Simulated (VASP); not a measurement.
# ZnSe (F-43m) in VASP: a series of runs

Runs on ZnSe. Level: r2SCAN. Tasks: relaxation of cell and atoms.

Everything below comes from runs of VASP 6.6.1. Logs are shortened: lines on timing, memory, paths and dates and some standing lists are left out, and cuts for length are marked.

## (1) The cell of the first run

It takes space group F-43m (No. 216, cubic). The conventional cell has a = 5.666 Å, b = 5.666 Å, c = 5.666 Å, α = 90.00°, β = 90.00°, γ = 90.00°. Within 3.2 Å of Zn (site symmetry -43m) lie 4 Se at 2.45 Å. Se (site symmetry -43m) has 4 Zn at 2.45 Å within 3.2 Å.

## (2) Relaxation of cell and atoms, r2SCAN, target pressure 1 GPa, at which the enthalpy is minimised

POSCAR reads:

```
ZnSe
1.0
    0.0000000000      2.8329303775      2.8329303775
    2.8329303775      0.0000000000      2.8329303775
    2.8329303775      2.8329303775      0.0000000000
Zn Se
1 1
Direct
    0.0000000000      0.0000000000      0.0000000000
    0.7500000000      0.7500000000      0.7500000000
```

INCAR.step1 reads:

```
SYSTEM = ZnSe
ALGO = Normal
EDIFF = 1E-4
ENCUT = 600
GGA = PE
ISMEAR = 0
LASPH = .TRUE.
LCHARG = .FALSE.
LREAL = .FALSE.
LWAVE = .TRUE.
NELM = 60
PREC = Accurate
SIGMA = 0.01
```

INCAR.step2 reads:

```
SYSTEM = ZnSe
ALGO = Normal
EDIFF = 1E-6
EDIFFG = -0.002
ENCUT = 600
IBRION = 2
ISIF = 3
ISMEAR = 0
ISTART = 1
LASPH = .TRUE.
LCHARG = .FALSE.
LMIXTAU = .TRUE.
LREAL = .FALSE.
LWAVE = .FALSE.
METAGGA = R2SCAN
NELM = 60
NSW = 100
PREC = Accurate
PSTRESS = 10.0
SIGMA = 0.01
```

KPOINTS reads:

```
k-points
0
G
  8 8 8
  0 0 0
```

Potentials or basis: VASP PAW PBE potentials, release 64 (Zn, Se).

On the command line:

```
> cat potpaw_PBE.64/Zn/POTCAR potpaw_PBE.64/Se/POTCAR > POTCAR
> cp INCAR.step1 INCAR
> mpirun -np 1 vasp_std > vasp.out
> cp INCAR.step2 INCAR
> mpirun -np 1 vasp_std > vasp.out
```

OUTCAR:

```text
SYSTEM = ZnSe
   EDIFF = 1E-6
   EDIFFG = -0.002
   ENCUT = 600
   IBRION = 2
   ISIF = 3
   ISMEAR = 0
   ISTART = 1
   LASPH = .TRUE.
   LREAL = .FALSE.
   METAGGA = R2SCAN
   NELM = 60
   NSW = 100
   PREC = Accurate
   PSTRESS = 10.0

 ion  position               nearest neighbor table
   1  0.000  0.000  0.000-   2 2.45   2 2.45   2 2.45   2 2.45
   2  0.750  0.750  0.750-   1 2.45   1 2.45   1 2.45   1 2.45

  LATTYP: Found a face centered cubic cell.
 ALAT       =     5.6658607550

  Lattice vectors:

 A1 = (   0.0000000000,   2.8329303775,   2.8329303775)
 A2 = (   2.8329303775,   0.0000000000,   2.8329303775)
 A3 = (   2.8329303775,   2.8329303775,   0.0000000000)

Analysis of symmetry for initial positions (statically):
[... 5 lines left out ...]
 face centered cubic supercell.

 Subroutine GETGRP returns: Found 24 space group operations
 (whereof 24 operations were pure point group operations)
 out of a pool of 48 trial point group operations.

The static configuration has the point symmetry T_d .

Analysis of symmetry for dynamics (positions and initial velocities):
[... 5 lines left out ...]
 face centered cubic supercell.

 Subroutine GETGRP returns: Found 24 space group operations
 (whereof 24 operations were pure point group operations)
 out of a pool of 48 trial point group operations.

The dynamic configuration has the point symmetry T_d .

 Subroutine INISYM returns: Found 24 space group operations
 (whereof 24 operations are pure point group operations),
 and found     1 'primitive' translations

----------------------------------------------------------------------------------------

                                     Primitive cell

  volume of cell :      45.4713

  direct lattice vectors                    reciprocal lattice vectors
     0.000000000  2.832930377  2.832930377    -0.176495689  0.176495689  0.176495689
     2.832930377  0.000000000  2.832930377     0.176495689 -0.176495689  0.176495689
     2.832930377  2.832930377  0.000000000     0.176495689  0.176495689 -0.176495689

  length of vectors
     4.006368561  4.006368561  4.006368561     0.305699501  0.305699501  0.305699501

  position of ions in fractional coordinates (direct lattice)
     0.000000000  0.000000000  0.000000000
     0.750000000  0.750000000  0.750000000

  ion indices of the primitive-cell ions
   primitive index   ion index
                 1           1
                 2           2

----------------------------------------------------------------------------------------

 KPOINTS: k-points

Automatic generation of k-mesh.
 Grid dimensions read from file:
 generate k-points for:    8    8    8

[... 75 lines left out ...]
   NUPDOWN=      -1.0000    fix difference up-down
   EMIN   =  10.00;   EMAX   =-10.00  energy-range for DOS
   EFERMI =   0.00;   METHOD = LEGACY
   ISMEAR =     0;   SIGMA  =   0.01  broadening in eV -4-tet -1-fermi 0-gaus
   EFERMI_NEDOS =   21; number of points for ismear=-14 and -15
   IALGO  =     38    algorithm
   IMIX   =      4    mixing-type and parameters
     AMIX     =   0.40;   BMIX     =  1.00
     AMIX_MAG =   1.60;   BMIX_MAG =  1.00
  volume/ion in A,a.u.               =      22.74       153.43
  Fermi-wavevector in a.u.,A,eV,Ry     =   1.202042  2.271531 19.659137  1.444906
  Thomas-Fermi vector in A             =   2.337835
   LORBIT       =      0    0 simple, 1 ext, 2 COOP (PROOUT), +10 PAW based schemes
   METAGGA = R2SCAN    functional components
   LHFCALC =     F    Hartree Fock is set to
   AEXX    =    0.0000 exact exchange contribution
   IVDW    =     0    specifies the selected vdW correction
   LEPSILON=     F    determine dielectric tensor
   LRPA    =     F    only Hartree local field effects (RPA)
 conjugate gradient relaxation of ions
 non-spin polarized calculation
 Gauss-broadening in eV      SIGMA  =   0.01
  energy-cutoff  :      600.00
  volume of cell :       45.47
 maximum number of plane-waves:      1540
   NGX = 17   NGY = 17   NGZ = 17

--------------------------------------- Ionic step        1  -------------------------------------------

 number of electron      17.9999990 magnetization

 Free energy of the ion-electron system (eV)
  ---------------------------------------------------
  ext. energy  EPLUGINS =         0.00000000
  ---------------------------------------------------
  free energy    TOTEN  =       -24.91071510 eV

  energy without entropy =      -24.91071510  energy(sigma->0) =      -24.91071510

------------------------ aborting loop because EDIFF is reached ----------------------------------------

  FORCE on cell =-STRESS in cart. coord.  units (eV):
  Direction    XX          YY          ZZ          XY          YZ          ZX
  --------------------------------------------------------------------------------------
  -------------------------------------------------------------------------------------
  Total        0.0119661      0.0119661      0.0119661      0.0000000     -0.0000000     -0.0000000
  in kB        0.4216243      0.4216243      0.4216243      0.0000000     -0.0000000     -0.0000000
  external PRESSURE =      -9.5783757 kB  Pullay stress =      10.0000000 kB
[... 25 lines left out ...]
--------------------------------------- Ionic step        2  -------------------------------------------

 number of electron      17.9999985 magnetization

 E-fermi :   1.5442     XC(G=0): -10.0210

 val. band max:        1.4781758490   @ k =   0.0000   0.0000   0.0000
 cond. band min:       3.4365982097   @ k =   0.0000   0.0000   0.0000
 fundamental gap:      1.9584223607
 Fermi energy:         1.5442483271

 k-point     1 :       0.0000    0.0000    0.0000
  band No.  band energies     occupation
      1     -12.3750      2.00000
      2      -5.2932      2.00000
      3      -5.2932      2.00000
      4      -5.2932      2.00000
      5      -4.8645      2.00000
      6      -4.8645      2.00000
      7       1.4782      2.00000
      8       1.4782      2.00000
      9       1.4782      2.00000
     10       3.4366      0.00000
     11       7.7857      0.00000
     12       7.7859      0.00000
     13       7.7859      0.00000
[... 443 lines left out ...]
--------------------------------------- Ionic step        4  -------------------------------------------

 number of electron      17.9999985 magnetization

 Free energy of the ion-electron system (eV)
  ---------------------------------------------------
  ext. energy  EPLUGINS =         0.00000000
  ---------------------------------------------------
  free energy    TOTEN  =       -24.90894283 eV

  energy without entropy =      -24.90894283  energy(sigma->0) =      -24.90894283

 E-fermi :   1.4910     XC(G=0):  -9.9934

 val. band max:        1.4288026542   @ k =   0.0000   0.0000   0.0000
 cond. band min:       3.3622487911   @ k =   0.0000   0.0000   0.0000
 fundamental gap:      1.9334461369
 Fermi energy:         1.4910308103

 k-point     1 :       0.0000    0.0000    0.0000
  band No.  band energies     occupation
      1     -12.3859      2.00000
      2      -5.3215      2.00000
      3      -5.3214      2.00000
      4      -5.3214      2.00000
      5      -4.8984      2.00000
      6      -4.8984      2.00000
      7       1.4288      2.00000
      8       1.4288      2.00000
      9       1.4288      2.00000
     10       3.3622      0.00000
     11       7.7386      0.00000
     12       7.7388      0.00000
     13       7.7388      0.00000
[... 401 lines left out ...]
  energy  without entropy=      -24.9089428256  energy(sigma->0) =      -24.90894283

  enthalpy is  TOTEN    =       -24.6291118925 eV   P V=        0.2798309331

 reached required accuracy - stopping structural energy minimisation
```

It took 92 s on 1 thread of Intel Xeon 6975P-C (Granite Rapids), shared host; peak memory 0.21 GiB.

Results:

* Free energy: -24.9089 eV
* Relaxed volume: 22.42 Å³/atom
* Relaxed cell: a = 3.988 Å, b = 3.988 Å, c = 3.988 Å, α = 60.00°, β = 60.00°, γ = 60.00°
* Space group after relaxing (to 0.05 Å): F-43m (No. 216)
* Energy change on relaxing (the enthalpy is what falls): +0.9 meV/atom
* Ionic steps: 4
* Pressure after relaxing: 1.0 GPa
* Band gap on the k mesh: 1.93 eV, direct

Step by step:
| step | energy change (eV) | largest force (eV/Å) | pressure (GPa) | volume (Å³) |
| --- | --- | --- | --- | --- |
| 1 | 0.0000 | 0.0000 | 0.04 | 45.47 |
| 2 | 0.0035 | 0.0000 | 1.41 | 44.58 |
| 3 | 0.0021 | 0.0000 | 1.07 | 44.79 |
| 4 | 0.0018 | 0.0000 | 1.01 | 44.83 |

Final structure:
```
Zn Se
1.0
     0.00000    2.81963    2.81963
     2.81963    0.00000    2.81963
     2.81963    2.81963    0.00000
Zn Se
1 1
Direct
  0.00000 0.00000 0.00000
  0.75000 0.75000 0.75000
```

Levels at points of the mesh, in eV from the valence-band top:
```tsv
k point	band 5	band 6	band 7	band 8	band 9	band 10	band 11	band 12	band 13
(0.00, 0.00, 0.00)	-6.33	-6.33	0.00	0.00	0.00	1.93	6.31	6.31	6.31
(0.50, 0.00, 0.00)	-6.31	-6.17	-5.40	-0.91	-0.91	3.08	6.86	6.86	9.12
(0.50, 0.50, 0.00)	-6.28	-6.14	-4.86	-2.29	-2.29	3.30	3.87	11.63	12.18
```

Caveat: the cell is relaxed towards a set pressure, so the enthalpy falls and the energy may rise; the PAW data sets were made with another functional, which shifts forces and pressure a little. r2SCAN opens gaps a little over a GGA but as a rule still falls short of measured ones.

## (3) Relaxation of cell and atoms, r2SCAN, target pressure 2 GPa, at which the enthalpy is minimised

POSCAR is that of step 2.

INCAR.step1 reads:

```
PREC     = Accurate       # precision mode
ENCUT    = 600            # plane-wave cutoff, eV
ISMEAR   = 0              # smearing method
SIGMA    = 0.01           # smearing width, eV
LREAL    = F              # projectors in reciprocal space
LASPH    = T              # aspherical terms in the spheres
NELM     = 100            # most SCF steps
GGA      = PE             # functional
ALGO     = Normal         # electronic algorithm
EDIFF    = 1E-4           # SCF threshold, eV
LWAVE    = T              # write WAVECAR
LCHARG   = F              # write CHGCAR
```

INCAR.step2 reads:

```
PREC     = Accurate       # precision mode
ENCUT    = 600            # plane-wave cutoff, eV
EDIFF    = 1E-6           # SCF threshold, eV
ISMEAR   = 0              # smearing method
SIGMA    = 0.01           # smearing width, eV
LREAL    = F              # projectors in reciprocal space
LASPH    = T              # aspherical terms in the spheres
NELM     = 100            # most SCF steps
ALGO     = Normal         # electronic algorithm
ISIF     = 3              # what is computed and relaxed
LWAVE    = F              # write WAVECAR
LCHARG   = F              # write CHGCAR
METAGGA  = R2SCAN         # meta-GGA
LMIXTAU  = T            
IBRION   = 2              # ionic algorithm
NSW      = 100            # ionic steps
EDIFFG   = -0.002         # ionic threshold
PSTRESS  = 20.0         
ISTART   = 1
```

KPOINTS reads:

```
regular mesh
0
Gamma
  8 8 8
```

Potentials or basis: VASP PAW PBE potentials, release 64 (Zn, Se).

On the command line:

```
> cat potpaw_PBE.64/Zn/POTCAR potpaw_PBE.64/Se/POTCAR > POTCAR
> cp INCAR.step1 INCAR
> mpirun -np 1 vasp_std > vasp.out
> cp INCAR.step2 INCAR
> mpirun -np 1 vasp_std > vasp.out
```

Wall time 87 s (1 thread of Intel Xeon 6975P-C (Granite Rapids), shared host); peak memory 0.2 GiB.

Results (log left out):

- Free energy: -24.9035 eV
- Relaxed volume: 22.11 Å³/atom
- Relaxed cell: a = 3.969 Å, b = 3.969 Å, c = 3.969 Å, α = 60.00°, β = 60.00°, γ = 60.00°
- Space group after relaxing (to 0.05 Å): F-43m (No. 216)
- Energy change on relaxing (the enthalpy is what falls): +3.6 meV/atom
- Ionic steps: 4
- Pressure after relaxing: 2.0 GPa
- Band gap on the k mesh: 1.99 eV, direct

Step by step:
| step | energy change (eV) | largest force (eV/Å) | pressure (GPa) | volume (Å³) |
| --- | --- | --- | --- | --- |
| 1 | 0.0000 | 0.0000 | 0.04 | 45.47 |
| 2 | 0.0155 | 0.0000 | 2.95 | 43.67 |
| 3 | 0.0079 | 0.0000 | 2.09 | 44.16 |
| 4 | 0.0073 | 0.0000 | 2.01 | 44.22 |

Final structure:
```xyz
2
Lattice="0.0000 2.8066 2.8066 2.8066 0.0000 2.8066 2.8066 2.8066 0.0000" Properties=species:S:1:pos:R:3 pbc="T T T"
Zn    0.0000    0.0000    0.0000
Se    4.2100    4.2100    4.2100
```

Levels at points of the mesh, in eV from the valence-band top:
| k point | band 7 | band 8 | band 9 | band 10 | band 11 | band 12 |
| --- | --- | --- | --- | --- | --- | --- |
| (0.00, 0.00, 0.00) | 0.00 | 0.00 | 0.00 | 1.99 | 6.30 | 6.30 |
| (0.50, 0.00, 0.00) | -5.50 | -0.93 | -0.93 | 3.11 | 6.86 | 6.86 |
| (0.50, 0.50, 0.00) | -4.92 | -2.34 | -2.34 | 3.27 | 3.87 | 11.74 |

Caveat: the cell is relaxed towards a set pressure, so the enthalpy falls and the energy may rise; the PAW data sets were made with another functional, which shifts forces and pressure a little.

## (4) Relaxation of cell and atoms, r2SCAN, target pressure 4 GPa, at which the enthalpy is minimised

POSCAR is that of step 3.

INCAR.step1 reads:

```
SYSTEM = ZnSe
PREC = Accurate
ENCUT = 600
ISMEAR = 0
SIGMA = 0.01
LREAL = .FALSE.
LASPH = .TRUE.
NELM = 100
GGA = PE
ALGO = Normal
EDIFF = 1E-4
LWAVE = .TRUE.
LCHARG = .FALSE.
```

INCAR.step2 reads:

```
SYSTEM = ZnSe
PREC = Accurate
ENCUT = 600
EDIFF = 1E-6
ISMEAR = 0
SIGMA = 0.01
LREAL = .FALSE.
LASPH = .TRUE.
NELM = 100
ALGO = Normal
ISIF = 3
LWAVE = .FALSE.
LCHARG = .FALSE.
METAGGA = R2SCAN
LMIXTAU = .TRUE.
IBRION = 2
NSW = 100
EDIFFG = -0.002
PSTRESS = 40.0
ISTART = 1
```

KPOINTS reads:

```
regular mesh
0
G
  8 8 8
  0 0 0
```

On the command line:

```
> cat potpaw_PBE.64/Zn/POTCAR potpaw_PBE.64/Se/POTCAR > POTCAR
> cp INCAR.step1 INCAR
> mpirun -np 1 vasp_std > vasp.out
> cp INCAR.step2 INCAR
> mpirun -np 1 vasp_std > vasp.out
```

Wall time 89 s (1 thread of Intel Xeon 6975P-C (Granite Rapids), shared host); peak memory 0.21 GiB.

It converged, with:

```
Free energy                                            : -24.8832 eV
Relaxed volume                                         : 21.55 Å³/atom
Relaxed cell                                           : a = 3.935 Å, b = 3.935 Å, c = 3.935 Å, α = 60.00°, β = 60.00°, γ = 60.00°
Space group after relaxing (to 0.05 Å)                 : F-43m (No. 216)
Energy change on relaxing (the enthalpy is what falls) : +13.8 meV/atom
Ionic steps                                            : 4
Pressure after relaxing                                : 4.0 GPa
Band gap on the k mesh                                 : 2.11 eV, direct
```

The path:
```
step  energy change (eV)  largest force (eV/Å)  pressure (GPa)  volume (Å³)
   1              0.0000                0.0000            0.04        45.47
   2              0.0670                0.0000            6.46        41.87
   3              0.0287                0.0000            4.08        43.05
   4              0.0275                0.0000            4.01        43.10
```

Final structure:
```cif
data_structure
_symmetry_space_group_name_H-M 'P 1'
_symmetry_Int_Tables_number 1
_cell_length_a 3.9354
_cell_length_b 3.9354
_cell_length_c 3.9354
_cell_angle_alpha 60.000
_cell_angle_beta 60.000
_cell_angle_gamma 60.000
_cell_volume 43.10
loop_
_atom_site_label
_atom_site_type_symbol
_atom_site_fract_x
_atom_site_fract_y
_atom_site_fract_z
_atom_site_occupancy
Zn1 Zn 0.00000 0.00000 0.00000 1
Se1 Se 0.75000 0.75000 0.75000 1
```

Levels at points of the mesh, in eV from the valence-band top:
```tsv
k point	band 5	band 6	band 7	band 8	band 9	band 10	band 11	band 12	band 13
(0.00, 0.00, 0.00)	-6.44	-6.44	0.00	0.00	0.00	2.11	6.29	6.29	6.29
(0.50, 0.00, 0.00)	-6.42	-6.27	-5.68	-0.97	-0.97	3.16	6.85	6.85	9.22
(0.50, 0.50, 0.00)	-6.39	-6.24	-5.04	-2.44	-2.44	3.21	3.86	11.96	12.46
```

Caveat: the cell is relaxed towards a set pressure, so the enthalpy falls and the energy may rise; the PAW data sets were made with another functional, which shifts forces and pressure a little. r2SCAN opens gaps a little over a GGA but as a rule still falls short of measured ones.

## (5) Relaxation of cell and atoms, r2SCAN, target pressure 7 GPa, at which the enthalpy is minimised

POSCAR is that of step 4.

INCAR.step1 reads:

```
ALGO = Normal
EDIFF = 1E-4
ENCUT = 600
GGA = PE
ISMEAR = 0
LASPH = True
LCHARG = False
LREAL = False
LWAVE = True
NELM = 100
PREC = Accurate
SIGMA = 0.01
```

INCAR.step2 reads:

```
ALGO = Normal
EDIFF = 1E-7
EDIFFG = -0.002
ENCUT = 600
IBRION = 2
ISIF = 3
ISMEAR = 0
ISTART = 1
LASPH = True
LCHARG = False
LMIXTAU = True
LREAL = False
LWAVE = False
METAGGA = R2SCAN
NELM = 100
NSW = 100
PREC = Accurate
PSTRESS = 70.0
SIGMA = 0.01
```

KPOINTS reads:

```
k-points
0
Gamma
  8 8 8
```

On the command line:

```
> cat potpaw_PBE.64/Zn/POTCAR potpaw_PBE.64/Se/POTCAR > POTCAR
> cp INCAR.step1 INCAR
> mpirun -np 1 vasp_std > vasp.out
> cp INCAR.step2 INCAR
> mpirun -np 1 vasp_std > vasp.out
```

Run time: 4.2 min. Hardware: 1 thread of Intel Xeon 6975P-C (Granite Rapids), shared host; peak memory 0.21 GiB.

It converged, with:

| Item | Value |
| --- | --- |
| Free energy | -24.8356 eV |
| Relaxed volume | 20.84 Å³/atom |
| Relaxed cell | a = 3.892 Å, b = 3.892 Å, c = 3.892 Å, α = 60.00°, β = 60.00°, γ = 60.00° |
| Space group after relaxing (to 0.05 Å) | F-43m (No. 216) |
| Energy change on relaxing (the enthalpy is what falls) | +37.6 meV/atom |
| Ionic steps | 15 |
| Pressure after relaxing | 7.0 GPa |
| Band gap on the k mesh | 2.26 eV, direct |

Step by step:
```tsv
step	energy change (eV)	largest force (eV/Å)	pressure (GPa)	volume (Å³)
1	0.0000	0.0000	0.04	45.47
2	0.2242	0.0000	13.38	39.28
3	0.0766	0.0000	7.06	41.64
4	0.0734	0.0000	6.88	41.72
5	0.0735	0.0000	6.89	41.72
6	0.0737	0.0000	6.90	41.71
7	0.0737	0.0000	6.89	41.71
8	0.0737	0.0000	6.89	41.71
9	0.0737	0.0000	6.89	41.71
10	0.0737	0.0000	6.89	41.71
11	0.0737	0.0000	6.90	41.71
12	0.0738	0.0000	6.91	41.71
13	0.0740	0.0000	6.92	41.70
14	0.0744	0.0000	6.93	41.70
15	0.0751	0.0000	6.99	41.68
```

Final structure:
```yaml
crystal:
  lattice:
    - [0.00000, 2.75186, 2.75186]
    - [2.75186, 0.00000, 2.75186]
    - [2.75186, 2.75186, 0.00000]
  atoms:
    - { symbol: Zn, position: [0.00000, 0.00000, 0.00000] }
    - { symbol: Se, position: [0.75000, 0.75000, 0.75000] }
```

Levels at points of the mesh, in eV from the valence-band top:
```csv
k point,band 7,band 8,band 9,band 10,band 11,band 12
"(0.00, 0.00, 0.00)",0.00,0.00,0.00,2.26,6.27,6.27
"(0.50, 0.00, 0.00)",-5.92,-1.02,-1.02,3.22,6.83,6.83
"(0.50, 0.50, 0.00)",-5.20,-2.58,-2.58,3.13,3.84,12.25
```

Caveat: the cell is relaxed towards a set pressure, so the enthalpy falls and the energy may rise; the PAW data sets were made with another functional, which shifts forces and pressure a little. r2SCAN opens gaps a little over a GGA but as a rule still falls short of measured ones.

## (6) Summary

| cell | gap on the mesh (eV) | pressure (GPa) |
| --- | --- | --- |
| relaxed to 1 GPa | 1.93 | 1.0 |
| relaxed to 2 GPa | 1.99 | 2.0 |
| relaxed to 4 GPa | 2.11 | 4.0 |
| relaxed to 7 GPa | 2.26 | 7.0 |

Alike in all rows: task relaxation of cell and atoms; level r2SCAN; potentials or basis VASP PAW PBE potentials, release 64 (Zn, Se); no spin polarisation; k mesh 8 × 8 × 8; cutoff (eV) 600; smearing gaussian 0.01 eV.

Caveats: the cell is relaxed towards a set pressure, so the enthalpy falls and the energy may rise; the PAW data sets were made with another functional, which shifts forces and pressure a little.

Absolute energies hang on the potentials; compare differences alone.
